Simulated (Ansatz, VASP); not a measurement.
**Zr in VASP and in Ansatz**

```
CELL_PARAMETERS angstrom
0.00000 2.18735 2.25500
2.25500 0.00000 2.25500
2.25500 2.18735 0.00000
ATOMIC_POSITIONS crystal
Zr 0.00000 0.00000 0.00000
```

Change from the starting cell: strain -0.0300 x Voigt [0, 1, 0, 0, 0, 0], atoms carried along.

Alike in both runs: task single point; functional PBE; k mesh 18 × 18 × 18; occupations gaussian, width 0.15 eV; no spin polarisation.

```csv
,VASP,Ansatz
version,VASP 6.6.1,Ansatz 0.2.0
potentials or method,"VASP PAW PBE potentials, release 64 (Zr_sv), cutoff 520 eV","scalar-relativistic, plane waves, PAW"
valence electrons in the cell,12,12
```

|  | VASP | Ansatz | Ansatz less VASP |
| --- | --- | --- | --- |
| gap on the k mesh at the Fermi level (eV) | none | none | - |
| pressure (GPa) | 4.1 | 4.0 | -0.03 |
| traceless stress, the component that is largest in VASP (GPa) | 0.66 | 0.66 | -0.005 |

A gap of «none» marks a metal or a gap that the smearing closes.
